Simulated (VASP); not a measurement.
# Fe (Im-3m) in VASP: a series of runs

Fe is run at these levels: r2SCAN; tasks: single point.

Everything below comes from runs of VASP 6.6.1. Logs are shortened: lines on timing, memory, paths and dates and some standing lists are left out, and cuts for length are marked.

**1. The cell of the first run**

It takes space group Im-3m (No. 229, cubic). Conventional cell: a = 2.829 Å, b = 2.829 Å, c = 2.829 Å, α = 90.00°, β = 90.00°, γ = 90.00°. Fe (site symmetry m-3m) has 14 Fe at 2.45 to 2.83 Å within 3.2 Å.

**2. Single point, r2SCAN, collinear spin, ferromagnetic start (11.33 Å³/atom)**

POSCAR reads:

```
Fe
1.0
   -1.4147356931      1.4147356931      1.4147356931
    1.4147356931     -1.4147356931      1.4147356931
    1.4147356931      1.4147356931     -1.4147356931
Fe
1
Direct
    0.0000000000      0.0000000000      0.0000000000
```

INCAR.step1 reads:

```
PREC     = Accurate       # precision mode
ENCUT    = 520            # plane-wave cutoff, eV
ISMEAR   = 0              # smearing method
SIGMA    = 0.05           # smearing width, eV
LREAL    = F              # projectors in reciprocal space
LASPH    = T              # aspherical terms in the spheres
NELM     = 150            # most SCF steps
ISPIN    = 2              # spin polarisation
MAGMOM   = 3.1            # initial moments
LMAXMIX  = 4              # l up to which the mixer works
NBANDS   = 14             # bands
GGA      = PE             # functional
ALGO     = Normal         # electronic algorithm
EDIFF    = 1E-4           # SCF threshold, eV
LWAVE    = T              # write WAVECAR
LCHARG   = F              # write CHGCAR
```

INCAR.step2 reads:

```
PREC     = Accurate       # precision mode
ENCUT    = 520            # plane-wave cutoff, eV
EDIFF    = 1E-6           # SCF threshold, eV
ISMEAR   = 0              # smearing method
SIGMA    = 0.05           # smearing width, eV
LREAL    = F              # projectors in reciprocal space
LASPH    = T              # aspherical terms in the spheres
NELM     = 150            # most SCF steps
ALGO     = Normal         # electronic algorithm
ISIF     = 2              # what is computed and relaxed
LWAVE    = F              # write WAVECAR
LCHARG   = F              # write CHGCAR
ISPIN    = 2              # spin polarisation
MAGMOM   = 3.1            # initial moments
LORBIT   = 11             # projections on sites
LMAXMIX  = 4              # l up to which the mixer works
METAGGA  = R2SCAN         # meta-GGA
LMIXTAU  = T            
NBANDS   = 14             # bands
ISTART   = 1
```

KPOINTS reads:

```
Automatic mesh
0
Gamma
  22 22 22
```

Potentials or basis: VASP PAW PBE potentials, release 64 (Fe).

Command:

```bash
$ cat potpaw_PBE.64/Fe/POTCAR > POTCAR
$ cp INCAR.step1 INCAR
$ mpirun -np 1 vasp_std > vasp.out
$ cp INCAR.step2 INCAR
$ mpirun -np 1 vasp_std > vasp.out
```

OUTCAR:

```text
PREC = Accurate
   ENCUT = 520
   EDIFF = 1E-6
   ISMEAR = 0
   LREAL = F
   LASPH = T
   NELM = 150
   ISIF = 2
   ISPIN = 2
   LORBIT = 11
   METAGGA = R2SCAN
   ISTART = 1

 ion  position               nearest neighbor table
   1  0.000  0.000  0.000-

  LATTYP: Found a body centered cubic cell.
 ALAT       =     2.8294713862

  Lattice vectors:

 A1 = (  -1.4147356931,   1.4147356931,   1.4147356931)
 A2 = (   1.4147356931,  -1.4147356931,   1.4147356931)
 A3 = (   1.4147356931,   1.4147356931,  -1.4147356931)

Analysis of symmetry for initial positions (statically):
=====================================================================
 Subroutine PRICEL returns:
 Original cell was already a primitive cell.

 Routine SETGRP: Setting up the symmetry group for a
 body centered cubic supercell.

 Subroutine GETGRP returns: Found 48 space group operations
 (whereof 48 operations were pure point group operations)
 out of a pool of 48 trial point group operations.

The static configuration has the point symmetry O_h .

Analysis of symmetry for dynamics (positions and initial velocities):
=====================================================================
 Subroutine PRICEL returns:
 Original cell was already a primitive cell.

 Routine SETGRP: Setting up the symmetry group for a
 body centered cubic supercell.

 Subroutine GETGRP returns: Found 48 space group operations
 (whereof 48 operations were pure point group operations)
 out of a pool of 48 trial point group operations.

The dynamic configuration has the point symmetry O_h .

Analysis of structural, dynamic, and magnetic symmetry:
=====================================================================
 Subroutine PRICEL returns:
 Original cell was already a primitive cell.

 Routine SETGRP: Setting up the symmetry group for a
 body centered cubic supercell.

 Subroutine GETGRP returns: Found 48 space group operations
 (whereof 48 operations were pure point group operations)
 out of a pool of 48 trial point group operations.

The overall configuration has the point symmetry O_h .

 Subroutine INISYM returns: Found 48 space group operations
 (whereof 48 operations are pure point group operations),
 and found     1 'primitive' translations

----------------------------------------------------------------------------------------

                                     Primitive cell

  volume of cell :      11.3262

  direct lattice vectors                    reciprocal lattice vectors
    -1.414735693  1.414735693  1.414735693     0.000000000  0.353422906  0.353422906
     1.414735693 -1.414735693  1.414735693     0.353422906  0.000000000  0.353422906
     1.414735693  1.414735693 -1.414735693     0.353422906  0.353422906  0.000000000

  length of vectors
     2.450394100  2.450394100  2.450394100     0.499815467  0.499815467  0.499815467

[... 122 lines left out ...]
  free energy    TOTEN  =       -14.34937327 eV

  energy without entropy =      -14.34830039  energy(sigma->0) =      -14.34883683

 E-fermi :   5.7772     XC(G=0): -14.2652

 val. band max:        5.7748594542   @ k =  -0.2727   0.3636   0.1364
 cond. band min:       5.7820580152   @ k =  -0.1364   0.2273   0.0455
 fundamental gap:      0.0071985610
 Fermi energy:         5.7772062318

 spin component 1

 k-point     1 :       0.0000    0.0000    0.0000
  band No.  band energies     occupation
      1      -2.8595      1.00000
      2       2.7514      1.00000
      3       2.7515      1.00000
      4       2.7515      1.00000
      5       4.0403      1.00000
      6       4.0403      1.00000
      7      31.9011      0.00000
      8      31.9012      0.00000
      9      31.9012      0.00000
     10      36.9930      0.00000
     11      36.9930      0.00000
     12      38.8753      0.00000
     13      38.8753      0.00000
     14      38.8758      0.00000
[... 379 lines left out ...]
      3       2.5585      1.00000
      4       3.6437      1.00000
      5       3.7808      1.00000
      6       4.1232      1.00000
      7      25.4651      0.00000
      8      27.2628      0.00000
      9      31.2921      0.00000
     10      32.1391      0.00000
     11      35.8509      0.00000
     12      37.2030      0.00000
     13      41.0843      0.00000
     14      41.4937      0.00000

 [... further k-points ...]

 spin component 2

 k-point     1 :       0.0000    0.0000    0.0000
  band No.  band energies     occupation
      1      -3.4681      1.00000
      2       6.1229      0.00000
      3       6.1230      0.00000
      4       6.1230      0.00000
      5       8.4154      0.00000
      6       8.4154      0.00000
      7      31.5380      0.00000
      8      31.5381      0.00000
      9      31.5381      0.00000
     10      37.5877      0.00000
     11      37.5878      0.00000
     12      40.6696      0.00000
     13      40.6696      0.00000
     14      40.6700      0.00000
[... 379 lines left out ...]
      3       5.7419      0.84105
      4       7.1165      0.00000
      5       7.9652      0.00000
      6       8.5208      0.00000
      7      26.0309      0.00000
      8      27.7985      0.00000
      9      32.0894      0.00000
     10      33.0531      0.00000
     11      36.7930      0.00000
     12      38.6833      0.00000
     13      42.4750      0.00000
     14      42.6978      0.00000

 [... further k-points ...]

------------------------ aborting loop because EDIFF is reached ----------------------------------------

  FORCE on cell =-STRESS in cart. coord.  units (eV):
  Direction    XX          YY          ZZ          XY          YZ          ZX
  --------------------------------------------------------------------------------------
  -------------------------------------------------------------------------------------
  Total        0.5112115      0.5112115      0.5112115     -0.0000000      0.0000000      0.0000000
  in kB       72.3144837     72.3144837     72.3144837     -0.0000000      0.0000000      0.0000000
  external PRESSURE =      72.3144837 kB  Pullay stress =       0.0000000 kB

 VOLUME and BASIS-vectors are now :
 -----------------------------------------------------------------------------
  energy-cutoff  :      520.00
  volume of cell :       11.33
      direct lattice vectors                 reciprocal lattice vectors
    -1.414735693  1.414735693  1.414735693     0.000000000  0.353422906  0.353422906
     1.414735693 -1.414735693  1.414735693     0.353422906  0.000000000  0.353422906
     1.414735693  1.414735693 -1.414735693     0.353422906  0.353422906  0.000000000

 POSITION                                       TOTAL-FORCE (eV/Angst)
 -----------------------------------------------------------------------------------
      0.00000      0.00000      0.00000        -0.000000      0.000000     -0.000000
 -----------------------------------------------------------------------------------
    total drift:                                0.000000      0.000000      0.000000

  FREE ENERGIE OF THE ION-ELECTRON SYSTEM (eV)
  ---------------------------------------------------
  free  energy   TOTEN  =       -14.3493732728 eV

  energy  without entropy=      -14.3483003928  energy(sigma->0) =      -14.34883683

 total charge

# of ion       s       p       d       tot
------------------------------------------
    1        0.494   0.582   6.204   7.279

 magnetization (x)

# of ion       s       p       d       tot
------------------------------------------
    1       -0.014  -0.119   2.797   2.665
```

OSZICAR.step1:

```text
N       E                     dE             d eps       ncg     rms          rms(c)
DAV:   1     0.219051043516E+02    0.21905E+02   -0.37909E+03 20192   0.700E+02
DAV:   2    -0.818301423124E+01   -0.30088E+02   -0.27424E+02 20234   0.128E+02
DAV:   3    -0.909290200000E+01   -0.90989E+00   -0.90589E+00 22268   0.231E+01
DAV:   4    -0.909584024920E+01   -0.29382E-02   -0.29381E-02 21446   0.119E+00
DAV:   5    -0.909585403413E+01   -0.13785E-04   -0.13785E-04 21902   0.840E-02    0.116E+01
DAV:   6    -0.831374760006E+01    0.78211E+00   -0.97309E+00 23378   0.362E+01    0.532E+00
DAV:   7    -0.825806991774E+01    0.55678E-01   -0.54770E-01 22724   0.834E+00    0.320E+00
DAV:   8    -0.825037404350E+01    0.76959E-02   -0.76092E-03 22176   0.515E-01    0.137E+00
DAV:   9    -0.824321734850E+01    0.71567E-02   -0.68531E-03 24470   0.399E-01    0.273E-01
DAV:  10    -0.824328886209E+01   -0.71514E-04   -0.89023E-04 21794   0.290E-01
   1 F= -.82432889E+01 E0= -.82427570E+01  d E =-.106376E-02  mag=     2.1734
```

Wall time 6 min (1 thread of Intel Xeon Platinum 8259CL at 2.50GHz (Skylake/Cascade Lake), shared host); peak memory 0.19 GiB.

What came out:

| Property | Result |
| --- | --- |
| Free energy | -14.3494 eV |
| Pressure | 7.2 GPa |
| Net moment | 2.61 μB per cell |
| Site moments | Fe +2.67 μB |
| Valence electrons inside the program's atomic spheres | Fe 7.28 |

Levels at points of the mesh, in eV from the Fermi level:
Spin up:
```tsv
k point	band 2	band 3	band 4	band 5	band 6	band 7	band 8	band 9
(0.00, 0.00, 0.00)	-3.03	-3.03	-3.03	-1.74	-1.74	26.12	26.12	26.12
(0.50, 0.00, 0.00)	-4.08	-1.69	-1.56	-0.34	0.64	7.34	19.23	20.94
(0.50, 0.50, 0.50)	-5.41	-0.60	-0.60	-0.60	10.32	10.32	10.32	16.01
```
Spin down:
| k point | band 1 | band 2 | band 3 | band 4 | band 5 | band 6 | band 7 |
| --- | --- | --- | --- | --- | --- | --- | --- |
| (0.00, 0.00, 0.00) | -9.25 | 0.35 | 0.35 | 0.35 | 2.64 | 2.64 | 25.76 |
| (0.50, 0.00, 0.00) | -3.64 | -1.14 | 0.09 | 2.47 | 2.94 | 3.55 | 9.61 |
| (0.50, 0.50, 0.50) | -2.84 | -2.84 | 3.23 | 3.23 | 3.23 | 10.68 | 10.68 |

Caveat: the cell stands under pressure; the PAW data sets were made with another functional, which shifts forces and pressure a little.

**3. Single point, r2SCAN, collinear spin, ferromagnetic start (11.79 Å³/atom)**

This run uses another cell than the first one, of 11.79 Å³/atom.

POSCAR reads:

```
Fe
1.0
   -1.4336673095      1.4336673095      1.4336673095
    1.4336673095     -1.4336673095      1.4336673095
    1.4336673095      1.4336673095     -1.4336673095
Fe
1
Direct
    0.0000000000      0.0000000000      0.0000000000
```

INCAR.step1 reads:

```
SYSTEM = Fe
  PREC = Accurate
  ENCUT = 520
  ISMEAR = 0
  SIGMA = 0.05
  LREAL = .FALSE.
  LASPH = .TRUE.
  NELM = 150
  ISPIN = 2
  MAGMOM = 3.11
  LMAXMIX = 4
  NBANDS = 14
  GGA = PE
  ALGO = Normal
  EDIFF = 1E-4
  LWAVE = .TRUE.
  LCHARG = .FALSE.
```

INCAR.step2 reads:

```
SYSTEM = Fe
  PREC = Accurate
  ENCUT = 520
  EDIFF = 1E-6
  ISMEAR = 0
  SIGMA = 0.05
  LREAL = .FALSE.
  LASPH = .TRUE.
  NELM = 150
  ALGO = Normal
  ISIF = 2
  LWAVE = .FALSE.
  LCHARG = .FALSE.
  ISPIN = 2
  MAGMOM = 3.11
  LORBIT = 11
  LMAXMIX = 4
  METAGGA = R2SCAN
  LMIXTAU = .TRUE.
  NBANDS = 14
  ISTART = 1
```

KPOINTS reads:

```
regular mesh
0
G
  22 22 22
  0 0 0
```

Potentials or basis: VASP PAW PBE potentials, release 64 (Fe).

Command:

```bash
$ cat potpaw_PBE.64/Fe/POTCAR > POTCAR
$ cp INCAR.step1 INCAR
$ mpirun -np 1 vasp_std > vasp.out
$ cp INCAR.step2 INCAR
$ mpirun -np 1 vasp_std > vasp.out
```

It took 4.9 min on 1 thread of Intel Xeon Platinum 8259CL at 2.50GHz (Skylake/Cascade Lake), shared host; peak memory 0.19 GiB.

It converged, with:

| Quantity | Value |
| --- | --- |
| Free energy | -14.3595 eV |
| Pressure | -0.5 GPa |
| Net moment | 2.66 μB per cell |
| Site moments | Fe +2.73 μB |
| Valence electrons inside the program's atomic spheres | Fe 7.20 |

Levels at points of the mesh, in eV from the Fermi level:
Spin up:
| k point | band 1 | band 2 | band 3 | band 4 | band 5 | band 6 | band 7 | band 8 | band 9 | band 10 |
| --- | --- | --- | --- | --- | --- | --- | --- | --- | --- | --- |
| (0.00, 0.00, 0.00) | -8.49 | -3.08 | -3.08 | -3.08 | -1.87 | -1.87 | 25.63 | 25.63 | 25.63 | 30.46 |
| (0.50, 0.00, 0.00) | -5.36 | -4.07 | -1.84 | -1.72 | -0.56 | 0.56 | 6.86 | 18.78 | 20.19 | 23.37 |
| (0.50, 0.50, 0.50) | -5.30 | -5.30 | -0.81 | -0.81 | -0.81 | 9.93 | 9.93 | 9.93 | 15.49 | 15.49 |
Spin down:
```tsv
k point	band 1	band 2	band 3	band 4	band 5	band 6
(0.00, 0.00, 0.00)	-9.11	0.37	0.37	0.37	2.57	2.57
(0.50, 0.00, 0.00)	-3.49	-1.04	-0.01	2.40	2.85	3.41
(0.50, 0.50, 0.50)	-2.66	-2.66	3.10	3.10	3.10	10.29
```

Caveat: the PAW data sets were made with another functional, which shifts forces and pressure a little.
